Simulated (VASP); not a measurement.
# Ir2Pt: single point with PBE

The system is Ir2Pt.

```
CELL_PARAMETERS angstrom
0.00000 3.63866 3.63866
3.63866 0.00000 3.63866
3.63866 3.63866 0.00000
ATOMIC_POSITIONS crystal
Ir 0.12500 0.12500 0.12500
Ir 0.62500 0.12500 0.12500
Ir 0.12500 0.12500 0.62500
Ir 0.12500 0.62500 0.12500
Pt 0.50000 0.50000 0.50000
Pt 0.75000 0.75000 0.75000
```

```json
{
 "Program": "VASP 6.6.1",
 "Task": "single point",
 "Functional": "PBE",
 "Potentials or basis": "VASP PAW PBE potentials, release 64 (Ir, Pt)",
 "Cutoff": "520 eV",
 "k mesh": "10 × 10 × 10",
 "Occupations": "gaussian, width 0.1 eV",
 "Spin": "no spin polarisation"
}
```

| Item | Value |
| --- | --- |
| Pressure | 0.3 GPa |
| Band gap on the k mesh | zero (bands 28 and 29 overlap by 0.80 eV) |

Levels at points of the mesh, in eV from the Fermi level:
```csv
k point,band 26,band 27,band 28,band 29,band 30,band 31
"(0.00, 0.00, 0.00)",-0.05,0.57,0.60,0.60,2.59,2.59
"(0.50, 0.00, 0.00)",-0.34,-0.34,-0.08,-0.08,0.42,0.42
"(0.50, 0.50, 0.00)",-0.79,-0.71,-0.71,-0.20,-0.20,0.31
```

Wall time 2.1 min on 1 thread of Intel(R) Xeon(R) Platinum 8488C (Sapphire Rapids), on a shared host, peak memory 0.33 GiB.

Caveat: spin-orbit coupling is left out, which moves the levels of the heavy elements.
